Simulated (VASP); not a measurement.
# Ge5Mo (P4/mmm) in VASP: single point with PBE

Aim: the single point of Ge5Mo with PBE.

All numbers are computed with VASP 6.6.1; they aren't measurements. Logs are shortened: lines on timing, memory, paths and dates and some standing lists are left out, and cuts for length are marked.

## (1) The cell of the first run

The structure is tetragonal, space group P4/mmm (No. 123). The conventional cell has a = 3.360 Å, b = 3.360 Å, c = 9.306 Å, α = 90.00°, β = 90.00°, γ = 90.00°. Ge (site symmetry 4mm) has 13 Ge at 2.82 to 3.60 Å and 1 Mo at 2.85 Å within 3.7 Å. Ge (site symmetry 4mm) has 10 Ge at 2.68 to 3.36 Å and 4 Mo at 2.73 Å within 3.5 Å. Within 3.9 Å of Ge (site symmetry 4/mmm) lie 14 Ge at 2.98 to 3.36 Å. Mo (site symmetry 4/mmm) has 10 Ge at 2.73 to 2.85 Å and 4 Mo at 3.36 Å within 3.6 Å.

## (2) Single point, PBE

INCAR

```
SYSTEM = Ge5Mo
  PREC = Accurate
  ENCUT = 520
  EDIFF = 1E-7
  ISMEAR = 0
  SIGMA = 0.1
  LREAL = .False.
  LASPH = .True.
  NELM = 80
  ALGO = Normal
  ISIF = 2
  LWAVE = .False.
  LCHARG = .True.
  GGA = PE
  LELF = .True.
  LVHAR = .True.
  NBANDS = 51
```

KPOINTS

```
Automatic mesh
0
Gamma
  12 12 4
  0 0 0
```

POSCAR

```
Ge5Mo
1.0
    3.3599500677      0.0000000000      0.0000000000
    0.0000000000      3.3599500677      0.0000000000
    0.0000000000      0.0000000000      9.3056055225
Ge Mo
5 1
Direct
    0.5000000000      0.5000000000      0.3066724209
    0.5000000000      0.5000000000      0.6933275791
    0.0000000000      0.0000000000      0.1438840765
    0.0000000000      0.0000000000      0.8561159235
    0.0000000000      0.0000000000      0.5000000000
    0.5000000000      0.5000000000      0.0000000000
```

Potentials or basis: VASP PAW PBE potentials, release 64 (Ge_d, Mo_sv).

Run with:

```sh
$ cat potpaw_PBE.64/Ge_d/POTCAR potpaw_PBE.64/Mo_sv/POTCAR > POTCAR
$ mpirun -np 1 vasp_std > vasp.out
```

OUTCAR:

```text
SYSTEM = Ge5Mo
   PREC = Accurate
   ENCUT = 520
   EDIFF = 1E-7
   ISMEAR = 0
   LREAL = .False.
   LASPH = .True.
   NELM = 80
   ISIF = 2
   GGA = PE

 ion  position               nearest neighbor table
   1  0.500  0.500  0.307-   3 2.82   3 2.82   3 2.82   3 2.82   6 2.85
   2  0.500  0.500  0.693-   4 2.82   4 2.82   4 2.82   4 2.82   6 2.85
   3  0.000  0.000  0.144-   4 2.68   6 2.73   6 2.73   6 2.73   6 2.73   1 2.82   1 2.82   1 2.82
                             1 2.82
   4  0.000  0.000  0.856-   3 2.68   6 2.73   6 2.73   6 2.73   6 2.73   2 2.82   2 2.82   2 2.82
                             2 2.82
   5  0.000  0.000  0.500-
   6  0.500  0.500  0.000-   3 2.73   4 2.73   3 2.73   4 2.73   3 2.73   4 2.73   3 2.73   4 2.73
                             1 2.85   2 2.85

  LATTYP: Found a simple tetragonal cell.
 ALAT       =     3.3599500677
 C/A-ratio  =     2.7695666111

  Lattice vectors:

 A1 = (   3.3599500677,   0.0000000000,   0.0000000000)
 A2 = (   0.0000000000,   3.3599500677,   0.0000000000)
 A3 = (   0.0000000000,   0.0000000000,   9.3056055225)

Analysis of symmetry for initial positions (statically):
=====================================================================
 Subroutine PRICEL returns:
 Original cell was already a primitive cell.

 Routine SETGRP: Setting up the symmetry group for a
 simple tetragonal supercell.

 Subroutine GETGRP returns: Found 16 space group operations
 (whereof 16 operations were pure point group operations)
 out of a pool of 16 trial point group operations.

The static configuration has the point symmetry D_4h.

Analysis of symmetry for dynamics (positions and initial velocities):
=====================================================================
 Subroutine PRICEL returns:
 Original cell was already a primitive cell.

 Routine SETGRP: Setting up the symmetry group for a
 simple tetragonal supercell.

 Subroutine GETGRP returns: Found 16 space group operations
 (whereof 16 operations were pure point group operations)
 out of a pool of 16 trial point group operations.

The dynamic configuration has the point symmetry D_4h.

 Subroutine INISYM returns: Found 16 space group operations
 (whereof 16 operations are pure point group operations),
 and found     1 'primitive' translations

----------------------------------------------------------------------------------------

                                     Primitive cell

  volume of cell :     105.0534

  direct lattice vectors                    reciprocal lattice vectors
     3.359950068  0.000000000  0.000000000     0.297623471  0.000000000  0.000000000
     0.000000000  3.359950068  0.000000000     0.000000000  0.297623471  0.000000000
     0.000000000  0.000000000  9.305605523     0.000000000  0.000000000  0.107462110

  length of vectors
     3.359950068  3.359950068  9.305605523     0.297623471  0.297623471  0.107462110

  position of ions in fractional coordinates (direct lattice)
     0.500000000  0.500000000  0.306672421
     0.500000000  0.500000000  0.693327579
     0.000000000  0.000000000  0.143884077
     0.000000000  0.000000000  0.856115923
     0.000000000  0.000000000  0.500000000
     0.500000000  0.500000000  0.000000000

  ion indices of the primitive-cell ions
   primitive index   ion index
                 1           1
                 2           2
                 3           3
                 4           4
                 5           5
                 6           6

----------------------------------------------------------------------------------------

 KPOINTS: Automatic mesh

Automatic generation of k-mesh.
 Grid dimensions read from file:
 generate k-points for:   12   12    4

 Generating k-lattice:

  Cartesian coordinates                     Fractional coordinates (reciprocal lattice)
     0.024801956  0.000000000  0.000000000     0.083333333  0.000000000  0.000000000
     0.000000000  0.024801956  0.000000000     0.000000000  0.083333333  0.000000000
     0.000000000  0.000000000  0.026865527     0.000000000  0.000000000  0.250000000

  Length of vectors
     0.024801956  0.024801956  0.026865527

  Shift w.r.t. Gamma in fractional coordinates (k-lattice)
     0.000000000  0.000000000  0.000000000

 Subroutine IBZKPT returns following result:
 ===========================================

 Found     84 irreducible k-points:

 Following reciprocal coordinates:
            Coordinates               Weight
  0.000000  0.000000  0.000000      1.000000
  0.083333  0.000000  0.000000      4.000000
  0.166667  0.000000  0.000000      4.000000
  0.250000  0.000000  0.000000      4.000000
  0.333333  0.000000  0.000000      4.000000
  0.416667  0.000000  0.000000      4.000000
[... 16 lines left out ...]
  0.333333  0.333333  0.000000      4.000000
  0.416667  0.333333  0.000000      8.000000
 [... further k-points ...]
   k-points           NKPTS =     84   k-points in BZ     NKDIM =     84   number of bands    NBANDS=     51
   number of dos      NEDOS =    301   number of ions     NIONS =      6
   total plane-waves  NPLWV =  54880
   dimension x,y,z NGX =    28 NGY =   28 NGZ =   70
   dimension x,y,z NGXF=    56 NGYF=   56 NGZF=  140
   ions per type =               5   1
   NGX,Y,Z   is equivalent  to a cutoff of  13.85, 13.85, 12.51 a.u.
   NGXF,Y,Z  is equivalent  to a cutoff of  27.71, 27.71, 25.01 a.u.
 SYSTEM =  Ge5Mo
   PREC   = accura    normal or accurate (medium, high low for compatibility)
   ISTART =      0    job   : 0-new  1-cont  2-samecut
   ICHARG =      2    charge: 1-file 2-atom 10-const
   ISPIN  =      1    spin polarized calculation?
   LNONCOLLINEAR =      F non collinear calculations
   LSORBIT =      F    spin-orbit coupling
   LASPH  =      T    aspherical Exc in radial PAW
   ENCUT  =  520.0 eV  38.22 Ry    6.18 a.u.   6.25  6.25 17.30*2*pi/ulx,y,z
   NELM   =     80;   NELMIN=  2; NELMDL= -5     # of ELM steps
   EDIFF  = 0.1E-06   stopping-criterion for ELM
   LREAL  =      F    real-space projection
   EDIFFG = 0.1E-05   stopping-criterion for IOM
   NSW    =      0    number of steps for IOM
   IBRION =     -1    ionic relax: 0-MD 1-quasi-New 2-CG
   NFREE  =      0    steps in history (QN), initial steepest desc. (CG)
   ISIF   =      2    stress and relaxation
   ISYM   =      2    0-nonsym 1-usesym 2-fastsym
   POTIM  = 0.5000    time-step for ionic-motion
   TEBEG  =    0.0;   TEEND  =   0.0 temperature during run
   PSTRESS=    0.0 pullay stress
   NELECT =      84.0000    total number of electrons
   NUPDOWN=      -1.0000    fix difference up-down
   EMIN   =  10.00;   EMAX   =-10.00  energy-range for DOS
   EFERMI =   0.00;   METHOD = LEGACY
   ISMEAR =     0;   SIGMA  =   0.10  broadening in eV -4-tet -1-fermi 0-gaus
   EFERMI_NEDOS =   21; number of points for ismear=-14 and -15
   IALGO  =     38    algorithm
   IMIX   =      4    mixing-type and parameters
     AMIX     =   0.40;   BMIX     =  1.00
     AMIX_MAG =   1.60;   BMIX_MAG =  1.00
  volume/ion in A,a.u.               =      17.51       118.16
  Fermi-wavevector in a.u.,A,eV,Ry     =   1.519490  2.871420 31.413807  2.308850
  Thomas-Fermi vector in A             =   2.628469
   LORBIT       =      0    0 simple, 1 ext, 2 COOP (PROOUT), +10 PAW based schemes
   GGA     = PE    functional components
   LHFCALC =     F    Hartree Fock is set to
   AEXX    =    0.0000 exact exchange contribution
   IVDW    =     0    specifies the selected vdW correction
   LEPSILON=     F    determine dielectric tensor
   LRPA    =     F    only Hartree local field effects (RPA)
 non-spin polarized calculation
 Gauss-broadening in eV      SIGMA  =   0.10
  energy-cutoff  :      520.00
  volume of cell :      105.05
 maximum number of plane-waves:      2864
 NGX is ok and might be reduce to    28
   NGX = 13   NGY = 13   NGZ = 35

 number of electron      83.9999999 magnetization

 Free energy of the ion-electron system (eV)
  ---------------------------------------------------
  ext. energy  EPLUGINS =         0.00000000
  ---------------------------------------------------
  free energy    TOTEN  =       -32.34719016 eV

  energy without entropy =      -32.33254987  energy(sigma->0) =      -32.33987002

 E-fermi :   7.9658     XC(G=0): -11.8250

 val. band max:        7.9587089457   @ k =   0.5000   0.1667   0.0000
 cond. band min:       7.9665496566   @ k =   0.4167   0.1667   0.5000
 fundamental gap:      0.0078407110
 Fermi energy:         7.9658146973

 k-point     1 :       0.0000    0.0000    0.0000
  band No.  band energies     occupation
      1     -52.8200      2.00000
      2     -26.9295      2.00000
      3     -26.8922      2.00000
      4     -26.8922      2.00000
      5     -16.8464      2.00000
      6     -16.8325      2.00000
[... 43 lines left out ...]
     50      13.0675      0.00000
     51      13.4718      0.00000

 k-point     2 :       0.0833    0.0000    0.0000
  band No.  band energies     occupation
      1     -52.8194      2.00000
      2     -26.9284      2.00000
      3     -26.9022      2.00000
      4     -26.8913      2.00000
      5     -16.8455      2.00000
      6     -16.8318      2.00000
[... 43 lines left out ...]
     50      13.5967      0.00000
     51      13.7619      0.00000

 k-point     3 :       0.1667    0.0000    0.0000
  band No.  band energies     occupation
      1     -52.8177      2.00000
      2     -26.9295      2.00000
      3     -26.9251      2.00000
      4     -26.8889      2.00000
      5     -16.8437      2.00000
      6     -16.8332      2.00000
[... 43 lines left out ...]
     50      12.6306      0.00000
     51      13.8823      0.00000
[... 1027 lines left out ...]
 k-point    23 :       0.3333    0.3333    0.0000
  band No.  band energies     occupation
      1     -52.8065      2.00000
      2     -26.9905      2.00000
      3     -26.9877      2.00000
      4     -26.9054      2.00000
      5     -16.8426      2.00000
      6     -16.8407      2.00000
[... 43 lines left out ...]
     50      12.1545      0.00000
     51      12.7348      0.00000

 k-point    24 :       0.4167    0.3333    0.0000
  band No.  band energies     occupation
      1     -52.8048      2.00000
      2     -27.0149      2.00000
      3     -26.9857      2.00000
      4     -26.9028      2.00000
      5     -16.8438      2.00000
      6     -16.8425      2.00000
[... 43 lines left out ...]
     50      11.3109      0.00000
     51      13.2228      0.00000

 [... further k-points ...]

------------------------ aborting loop because EDIFF is reached ----------------------------------------

  FORCE on cell =-STRESS in cart. coord.  units (eV):
  Direction    XX          YY          ZZ          XY          YZ          ZX
  --------------------------------------------------------------------------------------
  -------------------------------------------------------------------------------------
  Total        0.0864588      0.0864588      0.0672492      0.0000000      0.0000000      0.0000000
  in kB        1.3185889      1.3185889      1.0256216      0.0000000      0.0000000      0.0000000
  external PRESSURE =       1.2209332 kB  Pullay stress =       0.0000000 kB

 VOLUME and BASIS-vectors are now :
 -----------------------------------------------------------------------------
  energy-cutoff  :      520.00
  volume of cell :      105.05
      direct lattice vectors                 reciprocal lattice vectors
     3.359950068  0.000000000  0.000000000     0.297623471  0.000000000  0.000000000
     0.000000000  3.359950068  0.000000000     0.000000000  0.297623471  0.000000000
     0.000000000  0.000000000  9.305605523     0.000000000  0.000000000  0.107462110

 POSITION                                       TOTAL-FORCE (eV/Angst)
 -----------------------------------------------------------------------------------
      1.67998      1.67998      2.85377        -0.000000      0.000000      0.008627
      1.67998      1.67998      6.45183         0.000000      0.000000     -0.008627
      0.00000      0.00000      1.33893         0.000000     -0.000000      0.011303
      0.00000      0.00000      7.96668         0.000000     -0.000000     -0.011303
      0.00000      0.00000      4.65280         0.000000     -0.000000      0.000000
      1.67998      1.67998      0.00000         0.000000     -0.000000      0.000000
 -----------------------------------------------------------------------------------
    total drift:                                0.000000      0.000000      0.000000

  FREE ENERGIE OF THE ION-ELECTRON SYSTEM (eV)
  ---------------------------------------------------
  free  energy   TOTEN  =       -32.3471901634 eV

  energy  without entropy=      -32.3325498724  energy(sigma->0) =      -32.33987002
```

It took 6.8 min on 1 thread of Intel Xeon Platinum 8488C (Sapphire Rapids), shared host; peak memory 0.46 GiB.

Results:

```yaml
Free_energy: -32.3472 eV
Pressure: 0.1 GPa
Largest_force: 0.011 eV/Å
Band_gap_on_the_k_mesh: zero (bands 42 and 43 overlap by 2.57 eV)
```

Forces on the atoms (eV/Å):
```
Ge   0.000  0.000  0.009
Ge   0.000  0.000 -0.009
Ge   0.000  0.000  0.011
Ge   0.000  0.000 -0.011
Ge   0.000  0.000  0.000
Mo   0.000  0.000  0.000
```
